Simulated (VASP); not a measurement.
The system is CoO.

```
Co O
1.0
    -1.50800    1.50800    2.10725
     1.50800   -1.50800    2.10725
     1.50800    1.50800   -2.10725
Co O
1 1
Direct
  0.00000 0.00000 0.00000
  0.50000 0.50000 0.00000
```

Base run:

```yaml
Program: VASP 6.6.1
Functional: PBEsol
Potentials_or_basis: VASP PAW PBE potentials, release 64 (Co, O)
Cutoff: 520 eV
k_mesh: 14 × 14 × 14
Occupations: gaussian, width 0.1 eV
Spin: collinear spin, ferromagnetic start
Starting_moments: "[2.74, 0.38] μB"
```

Its results: pressure -9.7 GPa; net moment 2.93 μB per cell; site moments Co +2.56; O +0.32 μB.

Question: After a change of settings the same cell gave: pressure -10.1 GPa; net moment 2.89 μB per cell; site moments Co +2.53; O +0.30 μB. Which change was it?
A. k mesh from 14 × 14 × 14 to 1 × 1 × 1
B. k mesh from 14 × 14 × 14 to 4 × 4 × 4
C. k mesh from 14 × 14 × 14 to 6 × 6 × 6
D. k mesh from 14 × 14 × 14 to 8 × 8 × 8

Answer: D.

Caveats: some runs use coarse meshes; the PAW data sets were made with another functional, which shifts forces and pressure a little; a cell with one magnetic atom can't hold antiferromagnetic order, which such compounds often take.
